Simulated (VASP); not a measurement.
# Pb (Im-3m) in VASP: a series of runs

Runs on Pb. Level: PBE. Tasks: single point.

Everything below comes from runs of VASP 6.6.1. Logs are shortened: lines on timing, memory, paths and dates and some standing lists are left out, and cuts for length are marked.

### 1 The cell of the first run

It takes space group Im-3m (No. 229, cubic). The conventional cell has a = 4.000 Å, b = 4.000 Å, c = 4.000 Å, α = 90.00°, β = 90.00°, γ = 90.00°. Pb (site symmetry m-3m) has 14 Pb at 3.46 to 4.00 Å within 4.6 Å.

This isn't the form of Pb at room conditions, which is fcc.

### 2 Single point, PBE

INCAR reads:

```
SYSTEM = Pb
PREC = Accurate
ENCUT = 520
EDIFF = 1E-7
ISMEAR = -1
SIGMA = 0.08
LREAL = .False.
LASPH = .True.
NELM = 80
ALGO = Normal
ISIF = 2
LWAVE = .False.
LCHARG = .True.
GGA = PE
LELF = .True.
LVHAR = .True.
NBANDS = 28
```

KPOINTS reads:

```
Automatic mesh
0
Gamma
  8 8 11
  0 0 0
```

POSCAR reads:

```
Pb
1.0
    0.0000000000      3.9997661322     -3.9997661322
   -3.9997661322      0.0000000000      3.9997661322
    1.9998830661      1.9998830661      1.9998830661
Pb
3
Direct
    0.0000000000      0.0000000000      0.0000000000
    0.3333333330      0.6666666670      0.3333333330
    0.6666666670      0.3333333330      0.6666666670
```

Potentials or basis: VASP PAW PBE potentials, release 64 (Pb_d).

Started as:

```console
$ cat potpaw_PBE.64/Pb_d/POTCAR > POTCAR
$ mpirun -np 1 vasp_std > vasp.out
```

OUTCAR:

```text
SYSTEM = Pb
   PREC = Accurate
   ENCUT = 520
   EDIFF = 1E-7
   ISMEAR = -1
   LREAL = .False.
   LASPH = .True.
   NELM = 80
   ISIF = 2
   GGA = PE

 ion  position               nearest neighbor table
   1  0.000  0.000  0.000-   2 3.46   3 3.46   3 3.46   2 3.46   3 3.46   2 3.46   3 4.00   2 4.00
                             3 4.00   3 4.00   2 4.00   2 4.00
   2  0.333  0.667  0.333-   1 3.46   3 3.46   3 3.46   1 3.46   1 3.46   3 3.46   3 4.00   3 4.00
                             1 4.00   1 4.00   1 4.00   3 4.00
   3  0.667  0.333  0.667-   1 3.46   2 3.46   2 3.46   1 3.46   1 3.46   2 3.46   2 4.00   2 4.00
                             1 4.00   1 4.00   1 4.00   2 4.00

  LATTYP: Found a hexagonal cell.
 ALAT       =     5.6565235105
 C/A-ratio  =     0.6123724357

  Lattice vectors:

 A1 = (   0.0000000000,   3.9997661322,  -3.9997661322)
 A2 = (  -3.9997661322,   0.0000000000,   3.9997661322)
 A3 = (   1.9998830661,   1.9998830661,   1.9998830661)

Analysis of symmetry for initial positions (statically):
=====================================================================
 Subroutine PRICEL returns following result:

  LATTYP: Found a body centered cubic cell.
 ALAT       =     3.9997661295

  Lattice vectors:

 A1 = (  -1.9998830701,   1.9998830621,  -1.9998830621)
 A2 = (  -1.9998830641,  -1.9998830641,   1.9998830641)
 A3 = (   1.9998830661,   1.9998830661,   1.9998830661)

   3 primitive cells build up your supercell.

 Routine SETGRP: Setting up the symmetry group for a
 hexagonal supercell.

 Subroutine GETGRP returns: Found 12 space group operations
 (whereof 12 operations were pure point group operations)
 out of a pool of 24 trial point group operations.

The static configuration has the point symmetry D_3d.

Analysis of symmetry for dynamics (positions and initial velocities):
=====================================================================
 Subroutine PRICEL returns following result:

  LATTYP: Found a body centered cubic cell.
 ALAT       =     3.9997661295

  Lattice vectors:

 A1 = (  -1.9998830701,   1.9998830621,  -1.9998830621)
 A2 = (  -1.9998830641,  -1.9998830641,   1.9998830641)
 A3 = (   1.9998830661,   1.9998830661,   1.9998830661)

   3 primitive cells build up your supercell.

 Routine SETGRP: Setting up the symmetry group for a
 hexagonal supercell.

 Subroutine GETGRP returns: Found 12 space group operations
 (whereof 12 operations were pure point group operations)
 out of a pool of 24 trial point group operations.

The dynamic configuration has the point symmetry D_3d.

 Subroutine INISYM returns: Found 12 space group operations
 (whereof 12 operations are pure point group operations),
 and found     3 'primitive' translations

----------------------------------------------------------------------------------------

                                     Primitive cell

  volume of cell :      31.9944

  direct lattice vectors                    reciprocal lattice vectors
    -1.999883070  1.999883062 -1.999883062    -0.250014618  0.250014618  0.000000000
    -1.999883064 -1.999883064  1.999883064    -0.250014617 -0.000000001  0.250014618
     1.999883066  1.999883066  1.999883066     0.000000000  0.250014618  0.250014618

  length of vectors
     3.463899077  3.463899076  3.463899080     0.353574063  0.353574063  0.353574063

  position of ions in fractional coordinates (direct lattice)
     0.000000000  0.000000000  0.000000000

  ion indices of the primitive-cell ions
   primitive index   ion index
                 1           1

----------------------------------------------------------------------------------------

 KPOINTS: Automatic mesh

Automatic generation of k-mesh.
 Grid dimensions read from file:
 generate k-points for:    8    8   11

 Generating k-lattice:

  Cartesian coordinates                     Fractional coordinates (reciprocal lattice)
    -0.010417276  0.020834551 -0.010417276     0.125000000  0.000000000  0.000000000
    -0.020834551  0.010417276  0.010417276     0.000000000  0.125000000  0.000000000
     0.015152401  0.015152401  0.015152401     0.000000000  0.000000000  0.090909091

  Length of vectors
     0.025517010  0.025517010  0.026244729

  Shift w.r.t. Gamma in fractional coordinates (k-lattice)
     0.000000000  0.000000000  0.000000000

 Subroutine IBZKPT returns following result:
 ===========================================

 Found     85 irreducible k-points:

 Following reciprocal coordinates:
            Coordinates               Weight
  0.000000  0.000000  0.000000      1.000000
  0.125000  0.000000  0.000000      6.000000
  0.250000  0.000000  0.000000      6.000000
  0.375000  0.000000  0.000000      6.000000
  0.500000  0.000000  0.000000      3.000000
  0.125000  0.125000  0.000000      6.000000
[... 16 lines left out ...]
 -0.125000  0.500000  0.090909     12.000000
  0.250000  0.250000  0.090909     12.000000
 [... further k-points ...]
   k-points           NKPTS =     85   k-points in BZ     NKDIM =     85   number of bands    NBANDS=     28
   number of dos      NEDOS =    301   number of ions     NIONS =      3
   total plane-waves  NPLWV =  49392
   dimension x,y,z NGX =    42 NGY =   42 NGZ =   28
   dimension x,y,z NGXF=    84 NGYF=   84 NGZF=   56
   ions per type =               3
   NGX,Y,Z   is equivalent  to a cutoff of  12.34, 12.34, 13.44 a.u.
   NGXF,Y,Z  is equivalent  to a cutoff of  24.69, 24.69, 26.88 a.u.
 SYSTEM =  Pb
   PREC   = accura    normal or accurate (medium, high low for compatibility)
   ISTART =      0    job   : 0-new  1-cont  2-samecut
   ICHARG =      2    charge: 1-file 2-atom 10-const
   ISPIN  =      1    spin polarized calculation?
   LNONCOLLINEAR =      F non collinear calculations
   LSORBIT =      F    spin-orbit coupling
   LASPH  =      T    aspherical Exc in radial PAW
   ENCUT  =  520.0 eV  38.22 Ry    6.18 a.u.  10.52 10.52  6.44*2*pi/ulx,y,z
   NELM   =     80;   NELMIN=  2; NELMDL= -5     # of ELM steps
   EDIFF  = 0.1E-06   stopping-criterion for ELM
   LREAL  =      F    real-space projection
   EDIFFG = 0.1E-05   stopping-criterion for IOM
   NSW    =      0    number of steps for IOM
   IBRION =     -1    ionic relax: 0-MD 1-quasi-New 2-CG
   NFREE  =      0    steps in history (QN), initial steepest desc. (CG)
   ISIF   =      2    stress and relaxation
   ISYM   =      2    0-nonsym 1-usesym 2-fastsym
   POTIM  = 0.5000    time-step for ionic-motion
   TEBEG  =    0.0;   TEEND  =   0.0 temperature during run
   PSTRESS=    0.0 pullay stress
   NELECT =      42.0000    total number of electrons
   NUPDOWN=      -1.0000    fix difference up-down
   EMIN   =  10.00;   EMAX   =-10.00  energy-range for DOS
   EFERMI =   0.00;   METHOD = LEGACY
   ISMEAR =    -1;   SIGMA  =   0.08  broadening in eV -4-tet -1-fermi 0-gaus
   EFERMI_NEDOS =   21; number of points for ismear=-14 and -15
   IALGO  =     38    algorithm
   IMIX   =      4    mixing-type and parameters
     AMIX     =   0.40;   BMIX     =  1.00
     AMIX_MAG =   1.60;   BMIX_MAG =  1.00
  volume/ion in A,a.u.               =      31.99       215.91
  Fermi-wavevector in a.u.,A,eV,Ry     =   1.242872  2.348687 21.017323  1.544730
  Thomas-Fermi vector in A             =   2.377207
   LORBIT       =      0    0 simple, 1 ext, 2 COOP (PROOUT), +10 PAW based schemes
   GGA     = PE    functional components
   LHFCALC =     F    Hartree Fock is set to
   AEXX    =    0.0000 exact exchange contribution
   IVDW    =     0    specifies the selected vdW correction
   LEPSILON=     F    determine dielectric tensor
   LRPA    =     F    only Hartree local field effects (RPA)
 non-spin polarized calculation
  energy-cutoff  :      520.00
  volume of cell :       95.98
 maximum number of plane-waves:      2623
   NGX = 21   NGY = 21   NGZ = 13

 number of electron      41.9999989 magnetization

 Free energy of the ion-electron system (eV)
  ---------------------------------------------------
  ext. energy  EPLUGINS =         0.00000000
  ---------------------------------------------------
  free energy    TOTEN  =       -10.59686260 eV

  energy without entropy =      -10.56370666  energy(sigma->0) =      -10.58028463

 E-fermi :   6.7070     XC(G=0):  -9.9322

 val. band max:        6.7035551729   @ k =   0.3750   0.1250   0.2727
 cond. band min:       6.7197038909   @ k =   0.0000   0.0000   0.3636
 fundamental gap:      0.0161487180
 Fermi energy:         6.7070497356

 k-point     1 :       0.0000    0.0000    0.0000
  band No.  band energies     occupation
      1     -10.4179      2.00000
      2     -10.4179      2.00000
      3     -10.3912      2.00000
      4     -10.3895      2.00000
      5     -10.3895      2.00000
      6     -10.2595      2.00000
[... 20 lines left out ...]
     27      13.8745      0.00000
     28      16.9314      0.00000

 k-point     2 :       0.1250    0.0000    0.0000
  band No.  band energies     occupation
      1     -10.4214      2.00000
      2     -10.4196      2.00000
      3     -10.3929      2.00000
      4     -10.3875      2.00000
      5     -10.3727      2.00000
      6     -10.2990      2.00000
[... 20 lines left out ...]
     27      13.6849      0.00000
     28      16.3576      0.00000

 k-point     3 :       0.2500    0.0000    0.0000
  band No.  band energies     occupation
      1     -10.4339      2.00000
      2     -10.4211      2.00000
      3     -10.3979      2.00000
      4     -10.3814      2.00000
      5     -10.3440      2.00000
      6     -10.3266      2.00000
[... 20 lines left out ...]
     27      13.1867      0.00000
     28      15.4241      0.00000

 k-point     4 :       0.3750    0.0000    0.0000
  band No.  band energies     occupation
      1     -10.4523      2.00000
      2     -10.4191      2.00000
      3     -10.4052      2.00000
      4     -10.3739      2.00000
      5     -10.3718      2.00000
      6     -10.3427      2.00000
[... 578 lines left out ...]
     27      11.6684      0.00000
     28      14.8517      0.00000

 k-point    23 :      -0.1250    0.5000    0.0909
  band No.  band energies     occupation
      1     -10.4481      2.00000
      2     -10.4162      2.00000
      3     -10.3953      2.00000
      4     -10.3744      2.00000
      5     -10.3692      2.00000
      6     -10.3356      2.00000
[... 20 lines left out ...]
     27      11.4941      0.00000
     28      14.8873      0.00000

 k-point    24 :       0.2500    0.2500    0.0909
  band No.  band energies     occupation
      1     -10.4386      2.00000
      2     -10.4169      2.00000
      3     -10.4140      2.00000
      4     -10.3633      2.00000
      5     -10.3565      2.00000
      6     -10.3543      2.00000
[... 20 lines left out ...]
     27      12.2957      0.00000
     28      15.2656      0.00000

 [... further k-points ...]
[... 5 lines left out ...]
  --------------------------------------------------------------------------------------
  -------------------------------------------------------------------------------------
  Total       -0.0186936     -0.0186936     -0.0186936     -0.0244462     -0.0244462     -0.0244462
  in kB       -0.3120380     -0.3120380     -0.3120380     -0.4080626     -0.4080626     -0.4080626
  external PRESSURE =      -0.3120380 kB  Pullay stress =       0.0000000 kB

 VOLUME and BASIS-vectors are now :
 -----------------------------------------------------------------------------
  energy-cutoff  :      520.00
  volume of cell :       95.98
      direct lattice vectors                 reciprocal lattice vectors
     0.000000000  3.999766132 -3.999766132    -0.083338206  0.166676412 -0.083338206
    -3.999766132  0.000000000  3.999766132    -0.166676412  0.083338206  0.083338206
     1.999883066  1.999883066  1.999883066     0.166676412  0.166676412  0.166676412

 POSITION                                       TOTAL-FORCE (eV/Angst)
 -----------------------------------------------------------------------------------
      0.00000      0.00000      0.00000         0.000000     -0.000000     -0.000000
     -1.99988      1.99988      1.99988        -0.000000     -0.000000     -0.000000
      0.00000      3.99977     -0.00000         0.000000      0.000000      0.000000
 -----------------------------------------------------------------------------------
    total drift:                               -0.000000     -0.000000     -0.000000

  FREE ENERGIE OF THE ION-ELECTRON SYSTEM (eV)
  ---------------------------------------------------
  free  energy   TOTEN  =       -10.5968625975 eV

  energy  without entropy=      -10.5637066595  energy(sigma->0) =      -10.58028463
```

Run time: 68 s. Hardware: 1 thread of Intel Xeon 6975P-C (Granite Rapids), shared host; peak memory 0.32 GiB.

What came out:

```yaml
Free_energy: -10.5969 eV
Pressure: 0.0 GPa
Band_gap_on_the_k_mesh: zero (bands 21 and 22 overlap by 3.66 eV)
```

Caveat: spin-orbit coupling is left out, which moves the levels of the heavy elements.

### 3 Single point, PBE

INCAR reads:

```
PREC     = Accurate       # precision mode
ENCUT    = 520            # plane-wave cutoff, eV
EDIFF    = 1E-6           # SCF threshold, eV
ISMEAR   = -1             # smearing method
SIGMA    = 0.08           # smearing width, eV
LREAL    = F              # projectors in reciprocal space
LASPH    = T              # aspherical terms in the spheres
NELM     = 60             # most SCF steps
ALGO     = Normal         # electronic algorithm
ISIF     = 2              # what is computed and relaxed
LWAVE    = F              # write WAVECAR
LCHARG   = T              # write CHGCAR
GGA      = PE             # functional
LELF     = T              # ELF
LVHAR    = T            
NBANDS   = 28             # bands
```

KPOINTS reads:

```
regular mesh
0
Gamma
  8 8 11
```

POSCAR is that of step 2.

Potentials or basis: VASP PAW PBE potentials, release 64 (Pb_d).

Started as:

```console
$ cat potpaw_PBE.64/Pb_d/POTCAR > POTCAR
$ mpirun -np 1 vasp_std > vasp.out
```

Run time: 68 s. Hardware: 1 thread of Intel Xeon 6975P-C (Granite Rapids), shared host; peak memory 0.32 GiB.

Results (log left out):

```yaml
Free_energy: -10.5969 eV
Pressure: 0.0 GPa
Band_gap_on_the_k_mesh: zero (bands 21 and 22 overlap by 3.66 eV)
```

Levels at points of the mesh, in eV from the Fermi level:
| k point | band 19 | band 20 | band 21 | band 22 | band 23 | band 24 |
| --- | --- | --- | --- | --- | --- | --- |
| (0.00, 0.00, 0.00) | -1.93 | -1.93 | -1.93 | -1.93 | 3.90 | 3.90 |
| (0.50, 0.00, 0.00) | -3.81 | 0.51 | 0.51 | 3.00 | 3.00 | 3.29 |

Caveat: spin-orbit coupling is left out, which moves the levels of the heavy elements.
